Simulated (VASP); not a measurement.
# Be in VASP: notebook

Be is run at these levels: LDA, PBE, PBEsol; tasks: single point.

All numbers are computed with VASP 6.6.1; they aren't measurements. Logs are shortened: lines on timing, memory, paths and dates and some standing lists are left out, and cuts for length are marked.

## Step 1: The cell of the first run

The structure is cubic, space group Im-3m (No. 229). Conventional cell: a = 2.460 Å, b = 2.460 Å, c = 2.460 Å, α = 90.00°, β = 90.00°, γ = 90.00°. Be (site symmetry m-3m) has 14 Be at 2.13 to 2.46 Å within 2.8 Å.

This isn't the form of Be at room conditions, which is hcp.

## Step 2: Single point, LDA (strained)

Input file INCAR:

```
SYSTEM = Be
  PREC = Accurate
  ENCUT = 520
  EDIFF = 1E-6
  ISMEAR = 0
  SIGMA = 0.1
  LREAL = .False.
  LASPH = .True.
  NELM = 60
  ALGO = Fast
  ISIF = 2
  LWAVE = .False.
  LCHARG = .False.
  GGA = CA
  NBANDS = 7
```

Input file KPOINTS:

```
regular mesh
0
Gamma
  24 24 24
  0 0 0
```

Input file POSCAR:

```
Be
1.0
   -1.2297878392      1.2297878392      1.2297878392
    1.2297878392     -1.2297878392      1.2297878392
    1.2297878392      1.2297878392     -1.2297878392
Be
1
Direct
    0.0000000000      0.0000000000      0.0000000000
```

Potentials or basis: VASP PAW LDA potentials, release 64 (Be).

Run with:

```console
$ cat potpaw_LDA.64/Be/POTCAR > POTCAR
$ mpirun -np 1 vasp_std > vasp.out
```

OUTCAR:

```text
SYSTEM = Be
   PREC = Accurate
   ENCUT = 520
   EDIFF = 1E-6
   ISMEAR = 0
   LREAL = .False.
   LASPH = .True.
   NELM = 60
   ISIF = 2
   GGA = CA

 ion  position               nearest neighbor table
   1  0.000  0.000  0.000-

  LATTYP: Found a body centered cubic cell.
 ALAT       =     2.4595756784

  Lattice vectors:

 A1 = (  -1.2297878392,   1.2297878392,   1.2297878392)
 A2 = (   1.2297878392,  -1.2297878392,   1.2297878392)
 A3 = (   1.2297878392,   1.2297878392,  -1.2297878392)

Analysis of symmetry for initial positions (statically):
=====================================================================
 Subroutine PRICEL returns:
 Original cell was already a primitive cell.

 Routine SETGRP: Setting up the symmetry group for a
 body centered cubic supercell.

 Subroutine GETGRP returns: Found 48 space group operations
 (whereof 48 operations were pure point group operations)
 out of a pool of 48 trial point group operations.

The static configuration has the point symmetry O_h .

Analysis of symmetry for dynamics (positions and initial velocities):
=====================================================================
 Subroutine PRICEL returns:
 Original cell was already a primitive cell.

 Routine SETGRP: Setting up the symmetry group for a
 body centered cubic supercell.

 Subroutine GETGRP returns: Found 48 space group operations
 (whereof 48 operations were pure point group operations)
 out of a pool of 48 trial point group operations.

The dynamic configuration has the point symmetry O_h .

 Subroutine INISYM returns: Found 48 space group operations
 (whereof 48 operations are pure point group operations),
 and found     1 'primitive' translations

----------------------------------------------------------------------------------------

                                     Primitive cell

  volume of cell :       7.4396

  direct lattice vectors                    reciprocal lattice vectors
    -1.229787839  1.229787839  1.229787839     0.000000000  0.406574194  0.406574194
     1.229787839 -1.229787839  1.229787839     0.406574194  0.000000000  0.406574194
     1.229787839  1.229787839 -1.229787839     0.406574194  0.406574194  0.000000000

  length of vectors
     2.130055020  2.130055020  2.130055020     0.574982740  0.574982740  0.574982740

  position of ions in fractional coordinates (direct lattice)
     0.000000000  0.000000000  0.000000000

  ion indices of the primitive-cell ions
   primitive index   ion index
                 1           1

----------------------------------------------------------------------------------------

 KPOINTS: regular mesh

Automatic generation of k-mesh.
 Grid dimensions read from file:
 generate k-points for:   24   24   24

 Generating k-lattice:

  Cartesian coordinates                     Fractional coordinates (reciprocal lattice)
     0.000000000  0.016940591  0.016940591     0.041666667  0.000000000  0.000000000
     0.016940591  0.000000000  0.016940591     0.000000000  0.041666667  0.000000000
     0.016940591  0.016940591  0.000000000     0.000000000  0.000000000  0.041666667

  Length of vectors
     0.023957614  0.023957614  0.023957614

  Shift w.r.t. Gamma in fractional coordinates (k-lattice)
     0.000000000  0.000000000  0.000000000

 Subroutine IBZKPT returns following result:
 ===========================================

 Found    413 irreducible k-points:

 Following reciprocal coordinates:
            Coordinates               Weight
  0.000000  0.000000  0.000000      1.000000
  0.041667  0.000000  0.000000     12.000000
  0.083333  0.000000  0.000000     12.000000
  0.125000  0.000000  0.000000     12.000000
  0.166667  0.000000  0.000000     12.000000
  0.208333  0.000000  0.000000     12.000000
[... 16 lines left out ...]
  0.416667  0.041667 -0.000000     48.000000
  0.458333  0.041667  0.000000     48.000000
 [... further k-points ...]
   k-points           NKPTS =    413   k-points in BZ     NKDIM =    413   number of bands    NBANDS=      7
   number of dos      NEDOS =    301   number of ions     NIONS =      1
   total plane-waves  NPLWV =   4096
   dimension x,y,z NGX =    16 NGY =   16 NGZ =   16
   dimension x,y,z NGXF=    32 NGYF=   32 NGZF=   32
   ions per type =               1
   NGX,Y,Z   is equivalent  to a cutoff of  12.49, 12.49, 12.49 a.u.
   NGXF,Y,Z  is equivalent  to a cutoff of  24.98, 24.98, 24.98 a.u.
 SYSTEM =  Be
   PREC   = accura    normal or accurate (medium, high low for compatibility)
   ISTART =      0    job   : 0-new  1-cont  2-samecut
   ICHARG =      2    charge: 1-file 2-atom 10-const
   ISPIN  =      1    spin polarized calculation?
   LNONCOLLINEAR =      F non collinear calculations
   LSORBIT =      F    spin-orbit coupling
   LASPH  =      T    aspherical Exc in radial PAW
   ENCUT  =  520.0 eV  38.22 Ry    6.18 a.u.   3.96  3.96  3.96*2*pi/ulx,y,z
   NELM   =     60;   NELMIN=  2; NELMDL= -5     # of ELM steps
   EDIFF  = 0.1E-05   stopping-criterion for ELM
   LREAL  =      F    real-space projection
   EDIFFG = 0.1E-04   stopping-criterion for IOM
   NSW    =      0    number of steps for IOM
   IBRION =     -1    ionic relax: 0-MD 1-quasi-New 2-CG
   NFREE  =      0    steps in history (QN), initial steepest desc. (CG)
   ISIF   =      2    stress and relaxation
   ISYM   =      2    0-nonsym 1-usesym 2-fastsym
   POTIM  = 0.5000    time-step for ionic-motion
   TEBEG  =    0.0;   TEEND  =   0.0 temperature during run
   PSTRESS=    0.0 pullay stress
   NELECT =       2.0000    total number of electrons
   NUPDOWN=      -1.0000    fix difference up-down
   EMIN   =  10.00;   EMAX   =-10.00  energy-range for DOS
   EFERMI =   0.00;   METHOD = LEGACY
   ISMEAR =     0;   SIGMA  =   0.10  broadening in eV -4-tet -1-fermi 0-gaus
   EFERMI_NEDOS =   21; number of points for ismear=-14 and -15
   IALGO  =     68    algorithm
   IMIX   =      4    mixing-type and parameters
     AMIX     =   0.40;   BMIX     =  1.00
     AMIX_MAG =   1.60;   BMIX_MAG =  1.00
  volume/ion in A,a.u.               =       7.44        50.21
  Fermi-wavevector in a.u.,A,eV,Ry     =   1.056577  1.996642 15.188942  1.116356
  Thomas-Fermi vector in A             =   2.191818
   LORBIT       =      0    0 simple, 1 ext, 2 COOP (PROOUT), +10 PAW based schemes
   GGA     = CA    functional components
   LHFCALC =     F    Hartree Fock is set to
   AEXX    =    0.0000 exact exchange contribution
   IVDW    =     0    specifies the selected vdW correction
   LEPSILON=     F    determine dielectric tensor
   LRPA    =     F    only Hartree local field effects (RPA)
 non-spin polarized calculation
 RMM-DIIS sequential band-by-band and
 Gauss-broadening in eV      SIGMA  =   0.10
  energy-cutoff  :      520.00
  volume of cell :        7.44
 maximum number of plane-waves:       216
   NGX =  7   NGY =  7   NGZ =  7

 number of electron       2.0000000 magnetization

 Free energy of the ion-electron system (eV)
  ---------------------------------------------------
  ext. energy  EPLUGINS =         0.00000000
  ---------------------------------------------------
  free energy    TOTEN  =        -4.11305770 eV

  energy without entropy =       -4.11209938  energy(sigma->0) =       -4.11257854

 E-fermi :   8.2566     XC(G=0): -10.8296

 val. band max:        8.2411465582   @ k =   0.3750   0.2500   0.0000
 cond. band min:       8.2719215106   @ k =  -0.3750  -0.4167   0.1250
 fundamental gap:      0.0307749525
 Fermi energy:         8.2565682260

 k-point     1 :       0.0000    0.0000    0.0000
  band No.  band energies     occupation
      1      -4.2600      2.00000
      2      28.0394      0.00000
      3      28.0394      0.00000
      4      28.0394      0.00000
      5      40.0113      0.00000
      6      40.0113      0.00000
      7      40.0113      0.00000

 k-point     2 :       0.0417    0.0000    0.0000
  band No.  band energies     occupation
      1      -4.1990      2.00000
      2      27.7418      0.00000
      3      27.7822      0.00000
      4      27.9669      0.00000
      5      39.1425      0.00000
      6      39.1678      0.00000
      7      40.4349      0.00000

 k-point     3 :       0.0833    0.0000    0.0000
  band No.  band energies     occupation
      1      -4.0158      2.00000
      2      26.8235      0.00000
      3      27.1059      0.00000
      4      27.7525      0.00000
      5      37.2959      0.00000
      6      37.6644      0.00000
      7      40.9592      0.00000

 k-point     4 :       0.1250    0.0000    0.0000
  band No.  band energies     occupation
      1      -3.7103      2.00000
      2      25.2885      0.00000
      3      26.1983      0.00000
      4      27.4091      0.00000
      5      35.8702      0.00000
      6      36.1474      0.00000
      7      40.4123      0.00000

 k-point     5 :       0.1667    0.0000    0.0000
  band No.  band energies     occupation
      1      -3.2824      2.00000
      2      23.2821      0.00000
      3      25.2146      0.00000
      4      26.9629      0.00000
      5      34.7438      0.00000
      6      35.0258      0.00000
      7      40.2184      0.00000

 k-point     6 :       0.2083    0.0000    0.0000
  band No.  band energies     occupation
      1      -2.7328      2.00000
      2      21.0274      0.00000
      3      24.2509      0.00000
      4      26.4526      0.00000
      5      33.4873      0.00000
      6      34.6223      0.00000
      7      40.3518      0.00000

 k-point     7 :       0.2500    0.0000    0.0000
  band No.  band energies     occupation
      1      -2.0634      2.00000
      2      18.7048      0.00000
      3      23.3622      0.00000
      4      25.9219      0.00000
      5      32.3901      0.00000
      6      34.5143      0.00000
      7      40.7766      0.00000

 k-point     8 :       0.2917    0.0000    0.0000
  band No.  band energies     occupation
      1      -1.2796      2.00000
      2      16.4286      0.00000
      3      22.5802      0.00000
      4      25.4117      0.00000
      5      31.4576      0.00000
      6      34.6010      0.00000
      7      41.4507      0.00000

 k-point     9 :       0.3333    0.0000    0.0000
  band No.  band energies     occupation
      1      -0.3932      2.00000
      2      14.2725      0.00000
      3      21.9240      0.00000
      4      24.9554      0.00000
      5      30.6926      0.00000
      6      34.8099      0.00000
      7      42.3278      0.00000

 k-point    10 :       0.3750    0.0000    0.0000
  band No.  band energies     occupation
      1       0.5682      2.00000
      2      12.2988      0.00000
      3      21.4050      0.00000
      4      24.5782      0.00000
      5      30.0965      0.00000
      6      35.0777      0.00000
      7      43.3486      0.00000

 k-point    11 :       0.4167    0.0000    0.0000
  band No.  band energies     occupation
      1       1.5397      2.00000
      2      10.5930      0.00000
      3      21.0302      0.00000
      4      24.2977      0.00000
      5      29.6703      0.00000
      6      35.3399      0.00000
      7      44.4146      0.00000
[... 51 lines left out ...]
 k-point    17 :       0.1667    0.0417    0.0000
  band No.  band energies     occupation
      1      -2.9766      2.00000
      2      22.1815      0.00000
      3      24.4916      0.00000
      4      26.4049      0.00000
      5      34.3782      0.00000
      6      34.7325      0.00000
      7      40.2745      0.00000

 k-point    18 :       0.2083    0.0417    0.0000
  band No.  band energies     occupation
      1      -2.3663      2.00000
      2      19.8802      0.00000
      3      23.5701      0.00000
      4      25.8241      0.00000
      5      33.3492      0.00000
      6      34.5125      0.00000
      7      40.5765      0.00000

 k-point    19 :       0.2500    0.0417    0.0000
  band No.  band energies     occupation
      1      -1.6382      2.00000
      2      17.5713      0.00000
      3      22.7439      0.00000
      4      25.2495      0.00000
      5      32.4417      0.00000
      6      34.5295      0.00000
      7      41.1329      0.00000

 k-point    20 :       0.2917    0.0417   -0.0000
  band No.  band energies     occupation
      1      -0.7999      2.00000
      2      15.3476      0.00000
      3      22.0342      0.00000
      4      24.7211      0.00000
      5      31.6709      0.00000
      6      34.7027      0.00000
      7      41.9074      0.00000

 k-point    21 :       0.3333    0.0417   -0.0000
  band No.  band energies     occupation
      1       0.1306      2.00000
      2      13.2736      0.00000
      3      21.4545      0.00000
      4      24.2691      0.00000
      5      31.0460      0.00000
      6      34.9672      0.00000
      7      42.8520      0.00000

 k-point    22 :       0.3750    0.0417   -0.0000
  band No.  band energies     occupation
      1       1.1120      2.00000
      2      11.4176      0.00000
      3      21.0136      0.00000
      4      23.9144      0.00000
      5      30.5730      0.00000
      6      35.2589      0.00000
      7      43.8985      0.00000

 k-point    23 :       0.4167    0.0417   -0.0000
  band No.  band energies     occupation
      1       2.0428      2.00000
      2       9.8967      0.00000
      3      20.7171      0.00000
      4      23.6711      0.00000
      5      30.2558      0.00000
      6      35.5099      0.00000
      7      44.9235      0.00000

 k-point    24 :       0.4583    0.0417    0.0000
  band No.  band energies     occupation
      1       2.6834      2.00000
      2       8.9591      0.00000
      3      20.5681      0.00000
      4      23.5475      0.00000
      5      30.0967      0.00000
      6      35.6561      0.00000
      7      45.6570      0.00000

 [... further k-points ...]
[... 5 lines left out ...]
  --------------------------------------------------------------------------------------
  -------------------------------------------------------------------------------------
  Total        0.0366511      0.0366511      0.0366511      0.0000000     -0.0000000      0.0000000
  in kB        7.8930862      7.8930862      7.8930862      0.0000000     -0.0000000      0.0000000
  external PRESSURE =       7.8930862 kB  Pullay stress =       0.0000000 kB

 VOLUME and BASIS-vectors are now :
 -----------------------------------------------------------------------------
  energy-cutoff  :      520.00
  volume of cell :        7.44
      direct lattice vectors                 reciprocal lattice vectors
    -1.229787839  1.229787839  1.229787839     0.000000000  0.406574194  0.406574194
     1.229787839 -1.229787839  1.229787839     0.406574194  0.000000000  0.406574194
     1.229787839  1.229787839 -1.229787839     0.406574194  0.406574194  0.000000000

 POSITION                                       TOTAL-FORCE (eV/Angst)
 -----------------------------------------------------------------------------------
      0.00000      0.00000      0.00000        -0.000000     -0.000000     -0.000000
 -----------------------------------------------------------------------------------
    total drift:                               -0.000000     -0.000000      0.000000

  FREE ENERGIE OF THE ION-ELECTRON SYSTEM (eV)
  ---------------------------------------------------
  free  energy   TOTEN  =        -4.1130577041 eV

  energy  without entropy=       -4.1120993770  energy(sigma->0) =       -4.11257854
```

Run time: 10 s. Hardware: 1 thread of Intel Xeon 8259CL, shared host; peak memory 0.12 GiB.

What came out:

```
Free energy            : -4.1131 eV
Pressure               : 0.8 GPa
Band gap on the k mesh : zero (bands 1 and 2 overlap by 5.48 eV)
```

Caveat: the cell differs from its parent crystal (strained).

## Step 3: Single point, PBE (strained)

Input file INCAR:

```
PREC = Accurate
ENCUT = 520
EDIFF = 1E-6
ISMEAR = 0
SIGMA = 0.1
LREAL = False
LASPH = True
NELM = 100
ALGO = Normal
ISIF = 2
LWAVE = False
LCHARG = False
GGA = PE
NBANDS = 7
```

Input file KPOINTS:

```
regular mesh
0
Gamma
  24 24 24
```

Input file POSCAR:

```
Be
1.0
   -1.2350634784      1.2350634784      1.2350634784
    1.2350634784     -1.2350634784      1.2350634784
    1.2350634784      1.2350634784     -1.2350634784
Be
1
Direct
    0.0000000000      0.0000000000      0.0000000000
```

Potentials or basis: VASP PAW PBE potentials, release 64 (Be).

Run with:

```console
$ cat potpaw_PBE.64/Be/POTCAR > POTCAR
$ mpirun -np 1 vasp_std > vasp.out
```

Wall time 10 s (1 thread of Intel Xeon 8259CL, shared host); peak memory 0.12 GiB.

The run converged. Its results:

```
Free energy            : -3.6620 eV
Pressure               : 5.0 GPa
Band gap on the k mesh : zero (bands 1 and 2 overlap by 5.52 eV)
```

Levels at points of the mesh, in eV from the Fermi level:
| k point | band 1 | band 2 | band 3 | band 4 | band 5 | band 6 |
| --- | --- | --- | --- | --- | --- | --- |
| (0.00, 0.00, 0.00) | -12.61 | 19.94 | 19.94 | 19.94 | 31.46 | 31.46 |
| (0.50, 0.00, 0.00) | -5.50 | 0.40 | 12.57 | 15.85 | 20.81 | 27.01 |
| (0.50, 0.50, 0.50) | 3.99 | 3.99 | 3.99 | 9.91 | 9.91 | 19.19 |

Caveat: the cell differs from its parent crystal (strained); the cell stands under pressure.

## Step 4: Single point, PBE (strained)

Input file INCAR:

```
SYSTEM = Be
ALGO = Normal ; EDIFF = 1E-6
ENCUT = 520 ; GGA = PE
ISIF = 2 ; ISMEAR = 0
LASPH = .True. ; LCHARG = .False.
LREAL = .False. ; LWAVE = .False.
NBANDS = 7 ; NELM = 60
PREC = Accurate ; SIGMA = 0.1
```

Input file KPOINTS:

```
k-points
0
Gamma
  24 24 24
  0 0 0
```

Input file POSCAR:

```
Be
1.0
   -1.2477200000      1.2477200000      1.2477200000
    1.2477200000     -1.2477200000      1.2477200000
    1.2477200000      1.2477200000     -1.2477200000
Be
1
Direct
    0.0000000000      0.0000000000      0.0000000000
```

Run with:

```console
$ cat potpaw_PBE.64/Be/POTCAR > POTCAR
$ mpirun -np 1 vasp_std > vasp.out
```

Run time: 12 s. Hardware: 1 thread of Intel Xeon 8259CL, shared host; peak memory 0.13 GiB.

It converged, with:

```yaml
Free_energy: -3.6663 eV
Pressure: 0.9 GPa
Band_gap_on_the_k_mesh: zero (bands 1 and 2 overlap by 5.38 eV)
```

Levels at points of the mesh, in eV from the Fermi level:
| k point | band 1 | band 2 | band 3 | band 4 | band 5 |
| --- | --- | --- | --- | --- | --- |
| (0.00, 0.00, 0.00) | -12.43 | 19.44 | 19.44 | 19.44 | 30.84 |
| (0.50, 0.00, 0.00) | -5.38 | 0.30 | 12.26 | 15.48 | 20.43 |
| (0.50, 0.50, 0.50) | 3.89 | 3.89 | 3.89 | 9.76 | 9.76 |

Caveat: the cell differs from its parent crystal (strained).

## Step 5: Single point, PBEsol (strained)

Input file INCAR:

```
ALGO = Normal
EDIFF = 1E-6
ENCUT = 520
GGA = PS
ISIF = 2
ISMEAR = 0
LASPH = T
LCHARG = F
LREAL = F
LWAVE = F
NBANDS = 7
NELM = 80
PREC = Accurate
SIGMA = 0.1
```

Input file KPOINTS:

```
k-points
0
Gamma
  24 24 24
```

Input file POSCAR:

```
Be
1.0
   -1.2649629443      1.2649629443      1.2649629443
    1.2649629443     -1.2649629443      1.2649629443
    1.2649629443      1.2649629443     -1.2649629443
Be
1
Direct
    0.0000000000      0.0000000000      0.0000000000
```

Run with:

```console
$ cat potpaw_PBE.64/Be/POTCAR > POTCAR
$ mpirun -np 1 vasp_std > vasp.out
```

It took 12 s on 1 thread of Intel Xeon 8259CL, shared host; peak memory 0.13 GiB.

The run converged. Its results:

```
Free energy            : -3.8949 eV
Pressure               : -4.8 GPa
Band gap on the k mesh : zero (bands 1 and 2 overlap by 5.20 eV)
```

Levels at points of the mesh, in eV from the Fermi level:
```tsv
k point	band 1	band 2	band 3	band 4
(0.00, 0.00, 0.00)	-12.16	18.80	18.80	18.80
(0.50, 0.00, 0.00)	-5.22	0.21	11.86	15.01
(0.50, 0.50, 0.50)	3.76	3.76	3.76	9.57
```

Caveat: the cell differs from its parent crystal (strained); the cell stands under tension; the PAW data sets were made with another functional, which shifts forces and pressure a little.

(Continued in part 2 of 2.)
